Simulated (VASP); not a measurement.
Wanted: the native input for a VASP 6.6.1 run.

```
Task                   : single point
Functional             : PBE
Potentials or basis    : VASP PAW PBE potentials, release 64 (Li_sv, H)
Cutoff                 : 520 eV
k mesh                 : 4 × 4 × 4
Occupations            : gaussian, width 0.1 eV
Spin                   : no spin polarisation
Dipole correction      : no
Further INCAR settings : ALGO = Normal; EDIFF = 1e-06; NBANDS = 22
```

The structure of LiH2 lies in POSCAR:

```
LiH2
1.0
    4.4568518693      0.0000000000      0.0000000000
    0.0000000000      4.4568518693      0.0000000000
    0.0000000000      0.0000000000      4.1109330675
Li H
4 8
Direct
    0.7499300871      0.7499300871      0.0000000000
    0.2500699129      0.7499300871      0.5000000000
    0.7499300871      0.2500699129      0.5000000000
    0.2500699129      0.2500699129      0.0000000000
    0.5000000000      0.5000000000      0.7500000000
    0.0000000000      0.5000000000      0.2500000000
    0.5000000000      0.0000000000      0.2500000000
    0.0000000000      0.0000000000      0.7500000000
    0.0000000000      0.0000000000      0.2500000000
    0.5000000000      0.0000000000      0.7500000000
    0.0000000000      0.5000000000      0.7500000000
    0.5000000000      0.5000000000      0.2500000000
```

These files were run (other wordings do the same):

INCAR

```
ALGO = Normal
EDIFF = 1E-6
ENCUT = 520
GGA = PE
ISIF = 2
ISMEAR = 0
LASPH = True
LCHARG = False
LREAL = False
LWAVE = False
NBANDS = 22
NELM = 100
PREC = Accurate
SIGMA = 0.1
```

KPOINTS

```
k-points
0
Gamma
  4 4 4
```

Potentials or basis: VASP PAW PBE potentials, release 64 (Li_sv, H).

Command:

```console
$ cat potpaw_PBE.64/Li_sv/POTCAR potpaw_PBE.64/H/POTCAR > POTCAR
$ mpirun -np 1 vasp_std > vasp.out
```

It gave:

- Band gap on the k mesh: zero (bands 10 and 11 overlap by 3.78 eV)

Caveat: the k points lie up to 0.38 Å⁻¹ apart, too coarse for converged energies and pressures of a metal.

Wall time 50 s on 1 thread of AMD EPYC 7R43 64-Core Processor (Zen 3), on a shared host, peak memory 0.15 GiB.
